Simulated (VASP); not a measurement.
# GaPSe3 (P4mm) in VASP: a series of runs

The runs below take GaPSe3 through single point, relaxation of cell and atoms, with PBE.

Program: VASP 6.6.1. These are calculated values, not measurements. Logs are shortened: lines on timing, memory, paths and dates and some standing lists are left out, and cuts for length are marked.

## 1. The cell of the first run

It takes space group P4mm (No. 99, tetragonal). Conventional cell: a = 4.584 Å, b = 4.584 Å, c = 5.988 Å, α = 90.00°, β = 90.00°, γ = 90.00°. Ga (site symmetry 4mm) has 12 Se at 3.23 to 4.37 Å and 8 P at 4.31 to 4.52 Å and 4 Ga at 4.58 Å within 4.6 Å. Within 2.9 Å of P (site symmetry 4mm) lie 5 Se at 2.18 to 2.45 Å. Se (site symmetry 4mm) has 1 P at 2.18 Å within 2.9 Å. Within 3.3 Å of Se (site symmetry 2mm) lie 2 P at 2.45 Å and 2 Ga at 3.23 Å and 4 Se at 3.24 Å.

## 2. Single point, PBE

Contents of INCAR:

```
SYSTEM = GaPSe3
PREC = Accurate
ENCUT = 520
EDIFF = 1E-7
ISMEAR = 0
SIGMA = 0.1
LREAL = .FALSE.
LASPH = .TRUE.
NELM = 100
ALGO = Normal
ISIF = 2
LWAVE = .FALSE.
LCHARG = .FALSE.
GGA = PE
NBANDS = 26
```

Contents of KPOINTS:

```
regular mesh
0
G
  8 8 6
  0 0 0
```

Contents of POSCAR:

```
GaPSe3
1.0
    4.5838879184      0.0000000000      0.0000000000
    0.0000000000      4.5838879184      0.0000000000
    0.0000000000      0.0000000000      5.9879522197
Ga P Se
1 1 3
Direct
    0.0000000000      0.0000000000      0.0571110474
    0.5000000000      0.5000000000      0.5827275252
    0.5000000000      0.5000000000      0.9470564950
    0.0000000000      0.5000000000      0.4365524662
    0.5000000000      0.0000000000      0.4365524662
```

Potentials or basis: VASP PAW PBE potentials, release 64 (Ga_d, P, Se).

Command:

```
> cat potpaw_PBE.64/Ga_d/POTCAR potpaw_PBE.64/P/POTCAR potpaw_PBE.64/Se/POTCAR > POTCAR
> mpirun -np 1 vasp_std > vasp.out
```

OUTCAR:

```text
SYSTEM = GaPSe3
   PREC = Accurate
   ENCUT = 520
   EDIFF = 1E-7
   ISMEAR = 0
   LREAL = .FALSE.
   LASPH = .TRUE.
   NELM = 100
   ISIF = 2
   GGA = PE

 ion  position               nearest neighbor table
   1  0.000  0.000  0.057-
   2  0.500  0.500  0.583-   3 2.18   4 2.45   5 2.45   5 2.45   4 2.45
   3  0.500  0.500  0.947-   2 2.18
   4  0.000  0.500  0.437-   2 2.45   2 2.45
   5  0.500  0.000  0.437-   2 2.45   2 2.45

  LATTYP: Found a simple tetragonal cell.
 ALAT       =     4.5838879184
 C/A-ratio  =     1.3063042392

  Lattice vectors:

 A1 = (   4.5838879184,   0.0000000000,   0.0000000000)
 A2 = (   0.0000000000,   4.5838879184,   0.0000000000)
 A3 = (   0.0000000000,   0.0000000000,   5.9879522197)

Analysis of symmetry for initial positions (statically):
=====================================================================
 Subroutine PRICEL returns:
 Original cell was already a primitive cell.

 Routine SETGRP: Setting up the symmetry group for a
 simple tetragonal supercell.

 Subroutine GETGRP returns: Found  8 space group operations
 (whereof  8 operations were pure point group operations)
 out of a pool of 16 trial point group operations.

The static configuration has the point symmetry C_4v.

Analysis of symmetry for dynamics (positions and initial velocities):
=====================================================================
 Subroutine PRICEL returns:
 Original cell was already a primitive cell.

 Routine SETGRP: Setting up the symmetry group for a
 simple tetragonal supercell.

 Subroutine GETGRP returns: Found  8 space group operations
 (whereof  8 operations were pure point group operations)
 out of a pool of 16 trial point group operations.

The dynamic configuration has the point symmetry C_4v.

 Subroutine INISYM returns: Found  8 space group operations
 (whereof  8 operations are pure point group operations),
 and found     1 'primitive' translations

----------------------------------------------------------------------------------------

                                     Primitive cell

  volume of cell :     125.8190

  direct lattice vectors                    reciprocal lattice vectors
     4.583887918  0.000000000  0.000000000     0.218155421  0.000000000  0.000000000
     0.000000000  4.583887918  0.000000000     0.000000000  0.218155421  0.000000000
     0.000000000  0.000000000  5.987952220     0.000000000  0.000000000  0.167002001

  length of vectors
     4.583887918  4.583887918  5.987952220     0.218155421  0.218155421  0.167002001

  position of ions in fractional coordinates (direct lattice)
     0.000000000  0.000000000  0.057111047
     0.500000000  0.500000000  0.582727525
     0.500000000  0.500000000  0.947056495
     0.000000000  0.500000000  0.436552466
     0.500000000  0.000000000  0.436552466

  ion indices of the primitive-cell ions
   primitive index   ion index
                 1           1
                 2           2
                 3           3
                 4           4
                 5           5

----------------------------------------------------------------------------------------

 KPOINTS: regular mesh

Automatic generation of k-mesh.
 Grid dimensions read from file:
 generate k-points for:    8    8    6

 Generating k-lattice:

  Cartesian coordinates                     Fractional coordinates (reciprocal lattice)
     0.027269428  0.000000000  0.000000000     0.125000000  0.000000000  0.000000000
     0.000000000  0.027269428  0.000000000     0.000000000  0.125000000  0.000000000
     0.000000000  0.000000000  0.027833667     0.000000000  0.000000000  0.166666667

  Length of vectors
     0.027269428  0.027269428  0.027833667

  Shift w.r.t. Gamma in fractional coordinates (k-lattice)
     0.000000000  0.000000000  0.000000000

 Subroutine IBZKPT returns following result:
 ===========================================

 Found     60 irreducible k-points:

 Following reciprocal coordinates:
            Coordinates               Weight
  0.000000  0.000000  0.000000      1.000000
  0.125000  0.000000  0.000000      4.000000
  0.250000  0.000000  0.000000      4.000000
  0.375000  0.000000  0.000000      4.000000
  0.500000  0.000000  0.000000      2.000000
  0.125000  0.125000  0.000000      4.000000
[... 16 lines left out ...]
  0.375000  0.125000  0.166667     16.000000
  0.500000  0.125000  0.166667      8.000000
 [... further k-points ...]
   k-points           NKPTS =     60   k-points in BZ     NKDIM =     60   number of bands    NBANDS=     26
   number of dos      NEDOS =    301   number of ions     NIONS =      5
   total plane-waves  NPLWV =  62208
   dimension x,y,z NGX =    36 NGY =   36 NGZ =   48
   dimension x,y,z NGXF=    72 NGYF=   72 NGZF=   96
   ions per type =               1   1   3
   NGX,Y,Z   is equivalent  to a cutoff of  13.06, 13.06, 13.33 a.u.
   NGXF,Y,Z  is equivalent  to a cutoff of  26.11, 26.11, 26.65 a.u.
 SYSTEM =  GaPSe3
   PREC   = accura    normal or accurate (medium, high low for compatibility)
   ISTART =      0    job   : 0-new  1-cont  2-samecut
   ICHARG =      2    charge: 1-file 2-atom 10-const
   ISPIN  =      1    spin polarized calculation?
   LNONCOLLINEAR =      F non collinear calculations
   LSORBIT =      F    spin-orbit coupling
   LASPH  =      T    aspherical Exc in radial PAW
   ENCUT  =  520.0 eV  38.22 Ry    6.18 a.u.   8.52  8.52 11.13*2*pi/ulx,y,z
   NELM   =    100;   NELMIN=  2; NELMDL= -5     # of ELM steps
   EDIFF  = 0.1E-06   stopping-criterion for ELM
   LREAL  =      F    real-space projection
   EDIFFG = 0.1E-05   stopping-criterion for IOM
   NSW    =      0    number of steps for IOM
   IBRION =     -1    ionic relax: 0-MD 1-quasi-New 2-CG
   NFREE  =      0    steps in history (QN), initial steepest desc. (CG)
   ISIF   =      2    stress and relaxation
   ISYM   =      2    0-nonsym 1-usesym 2-fastsym
   POTIM  = 0.5000    time-step for ionic-motion
   TEBEG  =    0.0;   TEEND  =   0.0 temperature during run
   PSTRESS=    0.0 pullay stress
   NELECT =      36.0000    total number of electrons
   NUPDOWN=      -1.0000    fix difference up-down
   EMIN   =  10.00;   EMAX   =-10.00  energy-range for DOS
   EFERMI =   0.00;   METHOD = LEGACY
   ISMEAR =     0;   SIGMA  =   0.10  broadening in eV -4-tet -1-fermi 0-gaus
   EFERMI_NEDOS =   21; number of points for ismear=-14 and -15
   IALGO  =     38    algorithm
   IMIX   =      4    mixing-type and parameters
     AMIX     =   0.40;   BMIX     =  1.00
     AMIX_MAG =   1.60;   BMIX_MAG =  1.00
  volume/ion in A,a.u.               =      25.16       169.81
  Fermi-wavevector in a.u.,A,eV,Ry     =   1.078765  2.038570 15.833565  1.163734
  Thomas-Fermi vector in A             =   2.214712
   LORBIT       =      0    0 simple, 1 ext, 2 COOP (PROOUT), +10 PAW based schemes
   GGA     = PE    functional components
   LHFCALC =     F    Hartree Fock is set to
   AEXX    =    0.0000 exact exchange contribution
   IVDW    =     0    specifies the selected vdW correction
   LEPSILON=     F    determine dielectric tensor
   LRPA    =     F    only Hartree local field effects (RPA)
 non-spin polarized calculation
 Gauss-broadening in eV      SIGMA  =   0.10
  energy-cutoff  :      520.00
  volume of cell :      125.82
 maximum number of plane-waves:      3412
 NGX is ok and might be reduce to    36
   NGX = 17   NGY = 17   NGZ = 23

 number of electron      36.0000006 magnetization

 Free energy of the ion-electron system (eV)
  ---------------------------------------------------
  ext. energy  EPLUGINS =         0.00000000
  ---------------------------------------------------
  free energy    TOTEN  =       -18.36897144 eV

  energy without entropy =      -18.35431014  energy(sigma->0) =      -18.36164079

 E-fermi :   3.0674     XC(G=0):  -9.1574

 val. band max:        3.0664365403   @ k =   0.3750   0.2500   0.5000
 cond. band min:       3.0853214530   @ k =   0.3750   0.2500   0.1667
 fundamental gap:      0.0188849126
 Fermi energy:         3.0674250844

 k-point     1 :       0.0000    0.0000    0.0000
  band No.  band energies     occupation
      1     -12.1784      2.00000
      2     -11.0396      2.00000
      3     -11.0295      2.00000
      4     -11.0295      2.00000
      5     -11.0254      2.00000
      6     -11.0178      2.00000
[... 18 lines left out ...]
     25       8.6863      0.00000
     26       8.6912      0.00000

 k-point     2 :       0.1250    0.0000    0.0000
  band No.  band energies     occupation
      1     -12.1040      2.00000
      2     -11.0388      2.00000
      3     -11.0306      2.00000
      4     -11.0294      2.00000
      5     -11.0245      2.00000
      6     -11.0182      2.00000
[... 18 lines left out ...]
     25       8.3805      0.00000
     26       9.1450      0.00000

 k-point     3 :       0.2500    0.0000    0.0000
  band No.  band energies     occupation
      1     -11.8942      2.00000
      2     -11.0372      2.00000
      3     -11.0327      2.00000
      4     -11.0293      2.00000
      5     -11.0228      2.00000
      6     -11.0192      2.00000
[... 18 lines left out ...]
     25       8.2591      0.00000
     26      10.0691      0.00000

 k-point     4 :       0.3750    0.0000    0.0000
  band No.  band energies     occupation
      1     -11.6093      2.00000
      2     -11.0360      2.00000
      3     -11.0336      2.00000
      4     -11.0292      2.00000
      5     -11.0216      2.00000
      6     -11.0203      2.00000
[... 18 lines left out ...]
     25       7.9949      0.00000
     26       9.9040      0.00000
[... 496 lines left out ...]
      1     -11.7901      2.00000
      2     -11.0354      2.00000
      3     -11.0329      2.00000
      4     -11.0299      2.00000
      5     -11.0218      2.00000
      6     -11.0195      2.00000
[... 18 lines left out ...]
     25       8.2174      0.00000
     26       9.9585      0.00000

 k-point    23 :       0.3750    0.1250    0.1667
  band No.  band energies     occupation
      1     -11.5055      2.00000
      2     -11.0338      2.00000
      3     -11.0334      2.00000
      4     -11.0300      2.00000
      5     -11.0208      2.00000
      6     -11.0178      2.00000
[... 18 lines left out ...]
     25       7.8279      0.00000
     26       9.9934      0.00000

 k-point    24 :       0.5000    0.1250    0.1667
  band No.  band energies     occupation
      1     -11.3418      2.00000
      2     -11.0336      2.00000
      3     -11.0317      2.00000
      4     -11.0307      2.00000
      5     -11.0200      2.00000
      6     -11.0133      2.00000
[... 18 lines left out ...]
     25       7.4698      0.00000
     26      10.0183      0.00000

 [... further k-points ...]

------------------------ aborting loop because EDIFF is reached ----------------------------------------

  FORCE on cell =-STRESS in cart. coord.  units (eV):
  Direction    XX          YY          ZZ          XY          YZ          ZX
  --------------------------------------------------------------------------------------
  -------------------------------------------------------------------------------------
  Total        0.0165696      0.0165696      0.0356183      0.0000000     -0.0000000      0.0000000
  in kB        0.2109973      0.2109973      0.4535631      0.0000000     -0.0000000      0.0000000
  external PRESSURE =       0.2918526 kB  Pullay stress =       0.0000000 kB

 VOLUME and BASIS-vectors are now :
 -----------------------------------------------------------------------------
  energy-cutoff  :      520.00
  volume of cell :      125.82
      direct lattice vectors                 reciprocal lattice vectors
     4.583887918  0.000000000  0.000000000     0.218155421  0.000000000  0.000000000
     0.000000000  4.583887918  0.000000000     0.000000000  0.218155421  0.000000000
     0.000000000  0.000000000  5.987952220     0.000000000  0.000000000  0.167002001

 POSITION                                       TOTAL-FORCE (eV/Angst)
 -----------------------------------------------------------------------------------
      0.00000      0.00000      0.34198        -0.000000     -0.000000     -0.001603
      2.29194      2.29194      3.48934        -0.000000     -0.000000     -0.010901
      2.29194      2.29194      5.67093        -0.000000     -0.000000      0.012123
      0.00000      2.29194      2.61406        -0.000000      0.000000      0.000191
      2.29194      0.00000      2.61406         0.000000      0.000000      0.000191
 -----------------------------------------------------------------------------------
    total drift:                               -0.000000     -0.000000      0.000038

  FREE ENERGIE OF THE ION-ELECTRON SYSTEM (eV)
  ---------------------------------------------------
  free  energy   TOTEN  =       -18.3689714374 eV

  energy  without entropy=      -18.3543101445  energy(sigma->0) =      -18.36164079
```

It took 4.2 min on 1 thread of Oxide Virtual Turin-like, shared host; peak memory 0.32 GiB.

What came out:

* Free energy: -18.3690 eV
* Pressure: 0.0 GPa
* Largest force: 0.012 eV/Å
* Band gap on the k mesh: zero (bands 18 and 19 overlap by 2.04 eV)

Forces in eV/Å, atoms in the order of the input:
```
Ga   0.000  0.000 -0.002
P    0.000  0.000 -0.011
Se   0.000  0.000  0.012
Se   0.000  0.000  0.000
Se   0.000  0.000  0.000
```

## 3. Relaxation of cell and atoms, PBE

This run uses another cell than the first one, of 25.65 Å³/atom.

Contents of INCAR:

```
PREC = Accurate
ENCUT = 600
EDIFF = 1E-6
ISMEAR = 0
SIGMA = 0.1
LREAL = F
LASPH = T
NELM = 100
ALGO = Normal
ISIF = 3
LWAVE = F
LCHARG = F
GGA = PE
IBRION = 2
NSW = 100
EDIFFG = -0.01
```

Contents of KPOINTS:

```
regular mesh
0
Gamma
  8 8 6
```

Contents of POSCAR:

```
GaPSe3
1.0
    4.5656245956      0.0000000000      0.0000000000
    0.0000000000      4.5656245956      0.0000000000
    0.0000000000      0.0000000000      6.1515885408
Ga P Se
1 1 3
Direct
    0.0000000000      0.0000000000      0.0360376139
    0.5000000000      0.5000000000      0.5838370862
    0.5000000000      0.5000000000      0.9417561739
    0.0000000000      0.5000000000      0.4491845630
    0.5000000000      0.0000000000      0.4491845630
```

Potentials or basis: VASP PAW PBE potentials, release 64 (Ga_d, P, Se).

Command:

```
> cat potpaw_PBE.64/Ga_d/POTCAR potpaw_PBE.64/P/POTCAR potpaw_PBE.64/Se/POTCAR > POTCAR
> mpirun -np 1 vasp_std > vasp.out
```

It took 46 min on 1 thread of Oxide Virtual Turin-like, shared host; peak memory 0.38 GiB.

Results (log left out):

```
Free energy                           : -18.3693 eV
Relaxed volume                        : 25.15 Å³/atom
Relaxed cell                          : a = 4.583 Å, b = 4.583 Å, c = 5.986 Å, α = 90.00°, β = 90.00°, γ = 90.00°
Space group after relaxing (to 0.1 Å) : P4mm (No. 99)
Energy gained by relaxing             : 5.5 meV/atom
Ionic steps                           : 31
Pressure after relaxing               : 0.0 GPa
Largest force after relaxing          : 0.007 eV/Å
Band gap on the k mesh                : zero (bands 18 and 19 overlap by 2.04 eV)
```

Forces on the atoms (eV/Å):
```
Ga   0.000  0.000  0.007
P    0.000  0.000 -0.005
Se   0.000  0.000  0.004
Se   0.000  0.000 -0.003
Se   0.000  0.000 -0.003
```

The path:
| step | energy change (eV) | largest force (eV/Å) | pressure (GPa) | volume (Å³) |
| --- | --- | --- | --- | --- |
| 1 | 0.0000 | 0.4804 | -0.05 | 128.23 |
| 2 | -0.0099 | 0.2978 | 0.09 | 128.08 |
| 3 | -0.0099 | 0.2989 | 0.08 | 128.08 |
| 4 | -0.0151 | 0.0981 | -0.22 | 128.26 |
| 5 | -0.0155 | 0.0789 | -0.31 | 128.33 |
| 6 | -0.0182 | 0.0795 | -0.11 | 127.39 |
| 7 | -0.0200 | 0.0993 | 0.30 | 125.60 |
| 8 | -0.0219 | 0.0674 | 0.28 | 125.43 |
| 9 | -0.0250 | 0.0649 | 0.13 | 124.92 |
| 10 | -0.0252 | 0.0852 | 0.11 | 124.77 |
| 11 | -0.0256 | 0.0442 | 0.04 | 125.08 |
| 12 | -0.0256 | 0.0476 | 0.04 | 125.10 |
| 13 | -0.0259 | 0.0423 | -0.01 | 125.32 |
| 14 | -0.0260 | 0.0724 | -0.14 | 125.78 |
| 15 | -0.0261 | 0.0681 | -0.18 | 125.82 |
| 16 | -0.0263 | 0.0558 | -0.18 | 125.93 |
| 17 | -0.0265 | 0.0524 | -0.16 | 126.15 |
| 18 | -0.0265 | 0.0603 | -0.16 | 126.58 |
| 19 | -0.0266 | 0.0553 | -0.17 | 126.32 |
| 20 | -0.0270 | 0.0346 | -0.06 | 126.11 |
| 21 | -0.0271 | 0.0500 | 0.05 | 125.89 |
| 22 | -0.0273 | 0.0231 | 0.03 | 125.88 |
| 23 | -0.0274 | 0.0202 | 0.02 | 125.87 |
| 24 | -0.0274 | 0.0172 | 0.00 | 125.92 |
| 25 | -0.0275 | 0.0208 | -0.02 | 125.97 |
| 26 | -0.0275 | 0.0228 | 0.01 | 125.93 |
| 27 | -0.0276 | 0.0291 | 0.05 | 125.82 |
| 28 | -0.0276 | 0.0455 | 0.09 | 125.61 |
| 29 | -0.0276 | 0.0358 | 0.05 | 125.72 |
| 30 | -0.0277 | 0.0276 | 0.04 | 125.72 |
| 31 | -0.0277 | 0.0071 | 0.02 | 125.73 |

Final structure:
```yaml
crystal:
  lattice:
    - [4.58301, 0.00000, 0.00000]
    - [0.00000, 4.58301, 0.00000]
    - [0.00000, 0.00000, 5.98612]
  atoms:
    - { symbol: Ga, position: [0.00000, 0.00000, 0.05501] }
    - { symbol: P, position: [0.50000, 0.50000, 0.58316] }
    - { symbol: Se, position: [0.50000, 0.50000, 0.94775] }
    - { symbol: Se, position: [0.00000, 0.50000, 0.43704] }
    - { symbol: Se, position: [0.50000, 0.00000, 0.43704] }
```

Levels at points of the mesh, in eV from the Fermi level:
```tsv
k point	band 14	band 15	band 16	band 17	band 18	band 19	band 20	band 21	band 22
(0.00, 0.00, 0.00)	-1.76	-1.37	-1.37	-1.11	-0.66	-0.66	2.62	2.62	3.32
(0.50, 0.00, 0.00)	-2.07	-1.91	-1.46	-1.04	0.15	1.50	2.34	2.66	3.01
(0.50, 0.50, 0.00)	-2.58	-2.58	-2.55	-0.39	1.38	2.20	2.37	2.37	2.50
(0.00, 0.00, 0.50)	-2.02	-2.02	-1.53	-1.24	-0.34	-0.34	2.63	3.82	4.12
(0.50, 0.00, 0.50)	-2.75	-2.02	-1.50	-1.47	-0.10	1.26	2.18	2.82	3.07
(0.50, 0.50, 0.50)	-3.22	-0.73	-0.73	-0.39	0.24	1.38	1.54	1.54	4.04
```
